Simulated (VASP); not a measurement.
# AlN (P1) in VASP: a series of runs

AlN is run at these levels: PBE; tasks: single point.

All numbers are computed with VASP 6.6.1; they aren't measurements. Logs are shortened: lines on timing, memory, paths and dates and some standing lists are left out, and cuts for length are marked.

## (1) The cell of the first run

The typed cell holds 32 atoms: a = 6.213 Å, b = 6.213 Å, c = 9.957 Å, α = 90.00°, β = 90.00°, γ = 120.00°.

## (2) Single point, PBE

INCAR reads:

```
SYSTEM = AlN
ALGO = Normal ; EDIFF = 1E-6
ENCUT = 520 ; GGA = PE
ISIF = 2 ; ISMEAR = -1
LASPH = .True. ; LCHARG = .False.
LREAL = Auto ; LWAVE = .False.
NBANDS = 86 ; NELM = 100
PREC = Accurate ; SIGMA = 0.026
```

KPOINTS reads:

```
k-points
0
Gamma
  3 3 2
  0 0 0
```

POSCAR reads:

```
AlN
1.0
    6.2133875243     -0.0000000001      0.0000000000
   -3.1066937621      5.3809514397      0.0000000000
    0.0000000000      0.0000000000      9.9571831061
Al N
16 16
Direct
    0.1654102438      0.3326224033     -0.0022212105
    0.3218444968      0.1608786122      0.2475310511
    0.1717490719      0.3359766428      0.4977965100
    0.3421968492      0.1660046574      0.7479674644
    0.1572597444      0.8230247103     -0.0027234610
    0.3447779496      0.6839528365      0.2477223702
    0.1630114573      0.8339699866      0.4995548387
    0.3344620724      0.6659309307      0.7484461138
    0.6471666011      0.3203318260     -0.0070007751
    0.8265212180      0.1710704901      0.2452054938
    0.6756121537      0.3477098838      0.4984250010
    0.8492384054      0.1613813114      0.7534377866
    0.6693332748      0.8317491898     -0.0039264117
    0.8350136991      0.6689599489      0.2505939655
    0.6605394617      0.8297649682      0.4952947985
    0.8356839046      0.6715769582      0.7487059262
    0.1654653494      0.3405566879      0.1891382312
    0.3359534867      0.1674571886      0.4419743971
    0.1788015286      0.3341498284      0.6961285060
    0.3186895206      0.1544646907      0.9361346377
    0.1612997127      0.8302213930      0.1880760834
    0.3290077047      0.6646993641      0.4373649609
    0.1743218932      0.8342069335      0.6885756671
    0.3302638660      0.6654261872      0.9422371669
    0.6526791118      0.3317846333      0.1873185398
    0.8341934249      0.1661557459      0.4417217152
    0.6872366267      0.3373736077      0.6917606040
    0.8291028912      0.1619405062      0.9436813504
    0.6745088342      0.8382019519      0.1922399116
    0.8351747358      0.6739323037      0.4395691988
    0.6682393717      0.8306960303      0.6888214194
    0.8254075907      0.6592835932      0.9386240968
```

Potentials or basis: VASP PAW PBE potentials, release 64 (Al, N).

Started as:

```
> cat potpaw_PBE.64/Al/POTCAR potpaw_PBE.64/N/POTCAR > POTCAR
> mpirun -np 1 vasp_std > vasp.out
```

OUTCAR:

```text
SYSTEM = AlN
   EDIFF = 1E-6
   ENCUT = 520
   GGA = PE
   ISIF = 2
   ISMEAR = -1
   LASPH = .True.
   LREAL = Auto
   NELM = 100
   PREC = Accurate

 ion  position               nearest neighbor table
   1  0.165  0.333  0.998-  24 1.87  20 1.89  28 1.89  17 1.91  12 2.97   9 3.03   2 3.05   8 3.06
                            10 3.07   5 3.07  13 3.10   4 3.10  13 3.12   6 3.13   5 3.14   9 3.18
   2  0.322  0.161  0.248-  21 1.88  25 1.88  17 1.90  18 1.94   6 3.04  14 3.04   3 3.05   1 3.05
                             7 3.06   9 3.08   5 3.08  10 3.10  10 3.11  11 3.14  14 3.17   6 3.18
   3  0.172  0.336  0.498-  22 1.87  18 1.87  26 1.90  19 1.98   2 3.05  15 3.05   8 3.06  12 3.08
                             4 3.09   7 3.09  11 3.09   6 3.12  11 3.12   7 3.12  10 3.13  15 3.16
   4  0.342  0.166  0.748-  19 1.86  20 1.88  23 1.88  27 1.94   9 2.94  12 3.05   7 3.05  11 3.07
                             8 3.08   3 3.09   5 3.09   1 3.10  16 3.10  16 3.11   8 3.13  12 3.17
   5  0.157  0.823  0.997-  24 1.86  32 1.88  20 1.88  21 1.90  16 3.02   6 3.05  13 3.06  14 3.06
                             8 3.06   9 3.07   1 3.07   2 3.08   4 3.09   1 3.14   9 3.15  13 3.15
   6  0.345  0.684  0.248-  29 1.86  21 1.87  22 1.89  17 1.94  15 2.99  10 3.01   2 3.04   5 3.05
                            13 3.06   7 3.08  14 3.09   3 3.12  14 3.12   1 3.13   2 3.18  10 3.20
   7  0.163  0.834  0.500-  30 1.86  23 1.88  18 1.88  22 1.91  11 3.02  16 3.04  14 3.04   4 3.05
                             2 3.06   8 3.08   6 3.08   3 3.09  15 3.10  15 3.11   3 3.12  11 3.19
   8  0.334  0.666  0.748-  19 1.86  23 1.87  31 1.89  24 1.93  13 3.05   5 3.06   1 3.06   3 3.06
                            15 3.07  12 3.08   7 3.08   4 3.08  16 3.10  16 3.12   4 3.13  12 3.14
   9  0.647  0.320  0.993-  20 1.86  28 1.90  32 1.90  25 1.94   4 2.94   1 3.03   5 3.07  10 3.07
[... 17 lines left out ...]
  19  0.179  0.334  0.696-   4 1.86   8 1.86  12 1.86   3 1.98
  20  0.319  0.154  0.936-   9 1.86   4 1.88   5 1.88   1 1.89
  21  0.161  0.830  0.188-  14 1.86   6 1.87   2 1.88   5 1.90
  22  0.329  0.665  0.437-   3 1.87  15 1.87   6 1.89   7 1.91
[... 8 lines left out ...]
  31  0.668  0.831  0.689-  16 1.86   8 1.89  12 1.89  15 1.93
  32  0.825  0.659  0.939-  13 1.86   5 1.88  16 1.89   9 1.90

  LATTYP: Found a hexagonal cell.
 ALAT       =     6.2133875243
 C/A-ratio  =     1.6025369522

  Lattice vectors:

 A1 = (   6.2133875243,  -0.0000000001,   0.0000000000)
 A2 = (  -3.1066937621,   5.3809514397,   0.0000000000)
 A3 = (   0.0000000000,   0.0000000000,   9.9571831061)

Analysis of symmetry for initial positions (statically):
=====================================================================
 Subroutine PRICEL returns:
 Original cell was already a primitive cell.

 Routine SETGRP: Setting up the symmetry group for a
 hexagonal supercell.

 Subroutine GETGRP returns: Found  1 space group operations
 (whereof  1 operations were pure point group operations)
 out of a pool of 24 trial point group operations.
[... 173 lines left out ...]
   EMIN   =  10.00;   EMAX   =-10.00  energy-range for DOS
   EFERMI =   0.00;   METHOD = LEGACY
   ISMEAR =    -1;   SIGMA  =   0.03  broadening in eV -4-tet -1-fermi 0-gaus
   EFERMI_NEDOS =   21; number of points for ismear=-14 and -15
   IALGO  =     38    algorithm
   IMIX   =      4    mixing-type and parameters
     AMIX     =   0.40;   BMIX     =  1.00
     AMIX_MAG =   1.60;   BMIX_MAG =  1.00
  volume/ion in A,a.u.               =      10.40        70.21
  Fermi-wavevector in a.u.,A,eV,Ry     =   1.190429  2.249585 19.281103  1.417121
  Thomas-Fermi vector in A             =   2.326514
   LORBIT       =      0    0 simple, 1 ext, 2 COOP (PROOUT), +10 PAW based schemes
   GGA     = PE    functional components
   LHFCALC =     F    Hartree Fock is set to
   AEXX    =    0.0000 exact exchange contribution
   IVDW    =     0    specifies the selected vdW correction
   LEPSILON=     F    determine dielectric tensor
   LRPA    =     F    only Hartree local field effects (RPA)
 non-spin polarized calculation
  energy-cutoff  :      520.00
  volume of cell :      332.91
 maximum number of plane-waves:      8990
 NGX is ok and might be reduce to    48
   NGX = 23   NGY = 23   NGZ = 37

 number of electron     128.0000001 magnetization

 Free energy of the ion-electron system (eV)
  ---------------------------------------------------
  ext. energy  EPLUGINS =         0.00000000
  ---------------------------------------------------
  free energy    TOTEN  =      -237.56222464 eV

  energy without entropy =     -237.56222464  energy(sigma->0) =     -237.56222464

 E-fermi :   6.8378     XC(G=0): -10.9282

 val. band max:        6.2733450739   @ k =   0.0000   0.0000   0.0000
 cond. band min:      10.3716117231   @ k =   0.0000   0.0000   0.0000
 fundamental gap:      4.0982666493
 Fermi energy:         6.8378365292

 k-point     1 :       0.0000    0.0000    0.0000
  band No.  band energies     occupation
      1      -9.0412      2.00000
      2      -8.2175      2.00000
      3      -8.0903      2.00000
      4      -7.1475      2.00000
      5      -7.0942      2.00000
      6      -7.0282      2.00000
[... 779 lines left out ...]
     75      13.4454      0.00000
     76      13.4676      0.00000
 [bands above 76 left out]

------------------------ aborting loop because EDIFF is reached ----------------------------------------

  FORCE on cell =-STRESS in cart. coord.  units (eV):
  Direction    XX          YY          ZZ          XY          YZ          ZX
  --------------------------------------------------------------------------------------
  -------------------------------------------------------------------------------------
  Total       10.4307602     11.3363664      6.4236141     -1.1420169     -0.5587508      0.0737162
  in kB       50.1998635     54.5582523     30.9147699     -5.4961568     -2.6890861      0.3547721
  external PRESSURE =      45.2242952 kB  Pullay stress =       0.0000000 kB

 VOLUME and BASIS-vectors are now :
 -----------------------------------------------------------------------------
  energy-cutoff  :      520.00
  volume of cell :      332.91
      direct lattice vectors                 reciprocal lattice vectors
     6.213387524 -0.000000000  0.000000000     0.160942802  0.092920370  0.000000000
    -3.106693762  5.380951440  0.000000000     0.000000000  0.185840740  0.000000000
     0.000000000  0.000000000  9.957183106     0.000000000  0.000000000  0.100430010

 POSITION                                       TOTAL-FORCE (eV/Angst)
 -----------------------------------------------------------------------------------
     -0.00560      1.78982      9.93507        -0.189518     -0.040494      0.497018
      1.49994      0.86568      2.46471        -0.128679      0.770641      0.302139
      0.02337      1.80787      4.95665        -0.468573     -0.480073      0.301571
      1.61048      0.89326      7.44765         0.584595      0.133073     -0.379339
     -1.57977      4.42866      9.93007        -0.061166      0.154680      0.176889
      0.01741      3.68032      2.46662        -0.252852     -1.491330     -0.194594
[... 24 lines left out ...]
      1.57131      4.46994      6.85872        -0.087338      0.180991     -0.040027
      3.08039      3.54757      9.34605         0.126144     -0.087202     -0.036652
 -----------------------------------------------------------------------------------
    total drift:                               -0.004543     -0.000981     -0.016873

  FREE ENERGIE OF THE ION-ELECTRON SYSTEM (eV)
  ---------------------------------------------------
  free  energy   TOTEN  =      -237.5622246353 eV

  energy  without entropy=     -237.5622246353  energy(sigma->0) =     -237.56222464
```

OSZICAR:

```text
N       E                     dE             d eps       ncg     rms          rms(c)
DAV:   1     0.543170618248E+03    0.54317E+03   -0.59876E+04  1720   0.135E+03
DAV:   2    -0.221740984110E+03   -0.76491E+03   -0.73539E+03  2188   0.272E+02
DAV:   3    -0.274953111112E+03   -0.53212E+02   -0.52855E+02  2080   0.766E+01
DAV:   4    -0.275697136053E+03   -0.74402E+00   -0.74189E+00  2058   0.990E+00
DAV:   5    -0.275711887994E+03   -0.14752E-01   -0.14741E-01  2088   0.136E+00    0.346E+01
DAV:   6    -0.237577607235E+03    0.38134E+02   -0.15751E+02  1992   0.353E+01    0.121E+01
DAV:   7    -0.237650752515E+03   -0.73145E-01   -0.47820E+00  1936   0.674E+00    0.824E+00
DAV:   8    -0.237569963199E+03    0.80789E-01   -0.37919E-01  1944   0.265E+00    0.106E+00
DAV:   9    -0.237558000558E+03    0.11963E-01   -0.81597E-02  2080   0.815E-01    0.582E-01
DAV:  10    -0.237562485683E+03   -0.44851E-02   -0.14895E-02  1944   0.364E-01    0.228E-01
DAV:  11    -0.237562185793E+03    0.29989E-03   -0.20613E-03  2000   0.153E-01    0.516E-02
DAV:  12    -0.237562220814E+03   -0.35022E-04   -0.23860E-04  1960   0.546E-02    0.239E-02
DAV:  13    -0.237562220187E+03    0.62713E-06   -0.29186E-05  2024   0.237E-02    0.141E-02
DAV:  14    -0.237562224836E+03   -0.46490E-05   -0.12899E-05  1888   0.128E-02    0.493E-03
DAV:  15    -0.237562224635E+03    0.20089E-06   -0.18524E-06  1248   0.548E-03
   1 F= -.23756222E+03 E0= -.23756222E+03  d E =-.247630E-10
```

It took 5.8 min on 1 thread of Intel Xeon 6975P-C (Granite Rapids), shared host; peak memory 0.5 GiB.

Results:

| Property | Result |
| --- | --- |
| Free energy | -237.5622 eV |
| Pressure | 4.5 GPa |
| Largest force | 1.590 eV/Å |
| Band gap on the k mesh | 4.10 eV |

Forces in eV/Å, atoms in the order of the input:
```
Al  -0.190 -0.040  0.497
Al  -0.129  0.771  0.302
Al  -0.469 -0.480  0.302
Al   0.585  0.133 -0.379
Al  -0.061  0.155  0.177
Al  -0.253 -1.491 -0.195
Al   0.674  0.304  0.008
Al   0.247  0.163  0.394
Al   0.741  0.575  0.687
Al   0.612  0.415  0.509
Al   0.353 -1.485  0.446
Al  -1.177  0.346 -0.601
Al  -0.511 -0.300  0.851
Al  -0.311 -0.590 -0.500
Al  -0.074  0.869  0.510
Al   0.689 -0.625 -0.109
N    0.067 -0.068  0.052
N    0.069  0.157 -0.326
N   -0.187 -0.034 -1.058
N    0.162  0.135  0.295
N    0.146  0.276  0.044
N   -0.030  0.375  0.280
N   -0.555 -0.063  0.163
N    0.384  0.068 -0.516
N    0.444  0.148 -0.015
N   -0.237  0.407 -0.502
N   -0.776 -0.254 -0.017
N    0.018  0.229 -0.462
N   -0.345  0.023 -0.647
N    0.077 -0.211 -0.113
N   -0.087  0.181 -0.040
N    0.126 -0.087 -0.037
```

Stress tensor (GPa, compression positive):
```
 5.02 -0.55  0.04
-0.55  5.46 -0.27
 0.04 -0.27  3.09
```

Levels at points of the mesh, in eV from the valence-band top:
| k point | band 60 | band 61 | band 62 | band 63 | band 64 | band 65 | band 66 | band 67 | band 68 | band 69 |
| --- | --- | --- | --- | --- | --- | --- | --- | --- | --- | --- |
| (0.00, 0.00, 0.00) | -0.54 | -0.51 | -0.27 | -0.25 | 0.00 | 4.10 | 5.06 | 5.09 | 5.16 | 5.19 |
| (0.00, 0.00, 0.50) | -0.75 | -0.41 | -0.39 | -0.34 | -0.31 | 4.73 | 4.89 | 4.95 | 4.96 | 4.99 |

Caveat: the cell stands under pressure; the atoms stand as in a frame of molecular dynamics; forces of over 1 eV/Å act on the atoms, so gaps and moduli don't describe the material at rest.

(Part 1 of 2 ends here.)
